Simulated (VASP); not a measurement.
# Sc (P6_3/mmc) in VASP: a series of runs, part 2 of 2

VASP 6.6.1.

## Step 3: Electric field gradients, PBEsol, collinear spin (24.01 Å³/atom)

File INCAR:

```
PREC = Accurate
ENCUT = 400
EDIFF = 1E-8
ISMEAR = -1
SIGMA = 0.08
LREAL = False
LASPH = True
NELM = 200
ALGO = Normal
ISIF = 2
LWAVE = False
LCHARG = False
ISPIN = 2
MAGMOM = 1 1
LORBIT = 11
LMAXMIX = 4
GGA = PS
LEFG = True
NBANDS = 22
GGA_COMPAT = False
```

File KPOINTS:

```
Automatic mesh
0
Gamma
  14 14 8
```

File POSCAR:

```
Sc
1.0
    3.2467434858      0.0000000000      0.0000000000
   -1.6233717429      2.8117623383      0.0000000000
    0.0000000000      0.0000000000      5.2605017662
Sc
2
Direct
    0.3333333333      0.6666666667      0.2500000000
    0.6666666667      0.3333333333      0.7500000000
```

Potentials or basis: VASP PAW PBE potentials, release 64 (Sc_sv).

On the command line:

```
$ cat potpaw_PBE.64/Sc_sv/POTCAR > POTCAR
$ mpirun -np 1 vasp_std > vasp.out
```

OUTCAR:

```text
PREC = Accurate
   ENCUT = 400
   EDIFF = 1E-8
   ISMEAR = -1
   LREAL = False
   LASPH = True
   NELM = 200
   ISIF = 2
   ISPIN = 2
   LORBIT = 11
   GGA = PS

 ion  position               nearest neighbor table
   1  0.333  0.667  0.250-   2 3.23   2 3.23   2 3.23   2 3.23   2 3.23   2 3.23
   2  0.667  0.333  0.750-   1 3.23   1 3.23   1 3.23   1 3.23   1 3.23   1 3.23

  LATTYP: Found a hexagonal cell.
 ALAT       =     3.2467434858
 C/A-ratio  =     1.6202394150

  Lattice vectors:

 A1 = (   3.2467434858,   0.0000000000,   0.0000000000)
 A2 = (  -1.6233717429,   2.8117623383,   0.0000000000)
 A3 = (   0.0000000000,   0.0000000000,   5.2605017662)

Analysis of symmetry for initial positions (statically):
=====================================================================
 Subroutine PRICEL returns:
 Original cell was already a primitive cell.

 Routine SETGRP: Setting up the symmetry group for a
 hexagonal supercell.

 Subroutine GETGRP returns: Found 24 space group operations
 (whereof 12 operations were pure point group operations)
 out of a pool of 24 trial point group operations.

The static configuration has the point symmetry D_3d.
 The point group associated with its full space group is D_6h.

Analysis of symmetry for dynamics (positions and initial velocities):
=====================================================================
 Subroutine PRICEL returns:
 Original cell was already a primitive cell.

 Routine SETGRP: Setting up the symmetry group for a
[... 1391 lines left out ...]
  --------------------------------------------------------------------------------------
  -------------------------------------------------------------------------------------
  Total        0.0909808      0.0909808     -0.7962800     -0.0000000      0.0000000      0.0000000
  in kB        3.0353337      3.0353337    -26.5657842     -0.0000000      0.0000000      0.0000000
  external PRESSURE =      -6.8317056 kB  Pullay stress =       0.0000000 kB

 VOLUME and BASIS-vectors are now :
 -----------------------------------------------------------------------------
  energy-cutoff  :      400.00
  volume of cell :       48.02
      direct lattice vectors                 reciprocal lattice vectors
     3.246743486  0.000000000  0.000000000     0.308000926  0.177824418  0.000000000
    -1.623371743  2.811762338  0.000000000     0.000000000  0.355648835  0.000000000
     0.000000000  0.000000000  5.260501766     0.000000000  0.000000000  0.190095935

 POSITION                                       TOTAL-FORCE (eV/Angst)
 -----------------------------------------------------------------------------------
     -0.00000      1.87451      1.31513        -0.000000      0.000000      0.000000
      1.62337      0.93725      3.94538         0.000000      0.000000      0.000000
 -----------------------------------------------------------------------------------
    total drift:                                0.000000     -0.000000      0.000000

  FREE ENERGIE OF THE ION-ELECTRON SYSTEM (eV)
  ---------------------------------------------------
  free  energy   TOTEN  =       -13.2378370274 eV

  energy  without entropy=      -13.1526716201  energy(sigma->0) =      -13.19525432

 Electric field gradients (V/A^2)
---------------------------------------------------------------------
 ion       V_xx      V_yy      V_zz      V_xy      V_xz      V_yz
---------------------------------------------------------------------
   1      -3.518    -3.518     7.035    -0.000    -0.000     0.000
   2      -3.518    -3.518     7.035    -0.000     0.000    -0.000
---------------------------------------------------------------------

 Electric field gradients after diagonalization (V/A^2)
 (convention: |V_zz| > |V_xx| > |V_yy|)
----------------------------------------------------------------------
 ion       V_xx      V_yy      V_zz     asymmetry (V_yy - V_xx)/ V_zz
----------------------------------------------------------------------
   1      -3.518    -3.517     7.035       0.000
   2      -3.518    -3.517     7.035       0.000
----------------------------------------------------------------------

           NMR quadrupolar parameters

 Cq : quadrupolar parameter    Cq=e*Q*V_zz/h
 eta: asymmetry parameters     (V_yy - V_xx)/ V_zz
 Q  : nuclear electric quadrupole moment in mb (millibarn)
----------------------------------------------------------------------
 ion       Cq(MHz)       eta       Q (mb)
----------------------------------------------------------------------
   1       0.017       0.000       1.000
   2       0.017       0.000       1.000
----------------------------------------------------------------------

 total charge

# of ion       s       p       d       tot
------------------------------------------
    1        2.281   6.108   1.019   9.408
    2        2.281   6.108   1.019   9.408
--------------------------------------------------
tot          4.563  12.216   2.038  18.817

 magnetization (x)

# of ion       s       p       d       tot
------------------------------------------
    1        0.000  -0.000   0.000   0.000
    2        0.000  -0.000   0.000   0.000
--------------------------------------------------
tot          0.000  -0.000   0.000   0.000
```

OSZICAR:

```text
N       E                     dE             d eps       ncg     rms          rms(c)
DAV:   1     0.269891445458E+03    0.26989E+03   -0.94810E+03 10632   0.875E+02
DAV:   2    -0.431281192963E+01   -0.27420E+03   -0.26947E+03 10896   0.398E+02
[... 13 lines left out ...]
DAV:  16    -0.132378166907E+02   -0.41038E-04   -0.10976E-04 16648   0.501E-02    0.786E-03
DAV:  17    -0.132378356796E+02   -0.18989E-04   -0.15560E-04 14842   0.500E-02    0.380E-03
DAV:  18    -0.132378369675E+02   -0.12879E-05   -0.17410E-05 16004   0.177E-02    0.911E-04
DAV:  19    -0.132378370686E+02   -0.10109E-06   -0.59617E-07 13496   0.441E-03    0.308E-04
DAV:  20    -0.132378370292E+02    0.39347E-07   -0.78137E-08 11586   0.126E-03    0.174E-04
DAV:  21    -0.132378370274E+02    0.18381E-08   -0.93335E-09  6418   0.599E-04
   1 F= -.13237837E+02 E0= -.13195254E+02  d E =-.851654E-01  mag=     0.0000
```

It took 4.9 min on 1 thread of Oxide Virtual Turin-like, shared host; peak memory 0.21 GiB.

Results:

| Property | Result |
| --- | --- |
| Free energy | -13.2378 eV |
| Pressure | -0.7 GPa |
| Band gap on the k mesh | zero (filled and empty bands overlap) |
| Net moment | 0.00 μB per cell |
| Largest electric field gradient by atom | Sc +7.0 V/Å² |
| Valence electrons inside the program's atomic spheres | Sc 9.41 |

Electric field gradients, principal values (V/Å²):
```csv
atom,least,middle,greatest (by size)
1 Sc,-3.517,-3.518,7.035
2 Sc,-3.517,-3.518,7.035
```

Caveat: without QUAD_EFG the Cq values of the log hold for a quadrupole moment of 1 mb, not for the nuclei; the PAW data sets were made with another functional, which shifts forces and pressure a little.
